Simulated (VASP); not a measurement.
Write the native input for VASP 6.6.1 that does the following.

* Task: single point
* Functional: PBEsol
* Potentials or basis: VASP PAW PBE potentials, release 64 (C)
* Cutoff: 520 eV
* k mesh: 12 × 12 × 12
* Occupations: gaussian, width 0.05 eV
* Spin: no spin polarisation
* Dipole correction: no
* Further INCAR settings: ALGO = Normal; EDIFF = 1e-07; NBANDS = 31

The structure of C lies in POSCAR:

```
C
1.0
    1.2408500000      0.7164050815     10.3162177860
   -1.2408500000      0.7164050815     10.3162177860
    0.0000000000     -1.4328101630     10.3162177860
C
10
Direct
    0.0248220069      0.0248220069      0.0248220069
    0.9751779931      0.9751779931      0.9751779931
    0.1086877374      0.1086877374      0.1086877374
    0.8913122626      0.8913122626      0.8913122626
    0.1583652898      0.1583652898      0.1583652898
    0.8416347102      0.8416347102      0.8416347102
    0.3748635523      0.3748635523      0.3748635523
    0.6251364477      0.6251364477      0.6251364477
    0.4253181912      0.4253181912      0.4253181912
    0.5746818088      0.5746818088      0.5746818088
```

The input as run:

INCAR

```
SYSTEM = C
ALGO     = Normal         ! electronic algorithm
EDIFF    = 1E-7           ! SCF threshold, eV
ENCUT    = 520            ! plane-wave cutoff, eV
GGA      = PS             ! functional
ISIF     = 2              ! what is computed and relaxed
ISMEAR   = 0              ! smearing method
LASPH    = .TRUE.         ! aspherical terms in the spheres
LCHARG   = .FALSE.        ! write CHGCAR
LREAL    = .FALSE.        ! projectors in reciprocal space
LWAVE    = .FALSE.        ! write WAVECAR
NBANDS   = 31             ! bands
NELM     = 80             ! most SCF steps
PREC     = Accurate       ! precision mode
SIGMA    = 0.05           ! smearing width, eV
```

KPOINTS

```
k-points
0
G
  12 12 12
  0 0 0
```

Potentials or basis: VASP PAW PBE potentials, release 64 (C).

Command:

```console
$ cat potpaw_PBE.64/C/POTCAR > POTCAR
$ mpirun -np 1 vasp_std > vasp.out
```

It gave:

The pressure is 10.7 GPa. The largest force is 0.071 eV/Å and the band gap on the k mesh is 4.50 eV (least direct gap 5.27 eV).

Caveat: the stress differs along the axes, from 2 to 15 GPa; the PAW data sets were made with another functional, which shifts forces and pressure a little.

Wall time 65 min on 1 thread of Intel(R) Xeon(R) Platinum 8488C (Sapphire Rapids), on a shared host, peak memory 0.96 GiB.
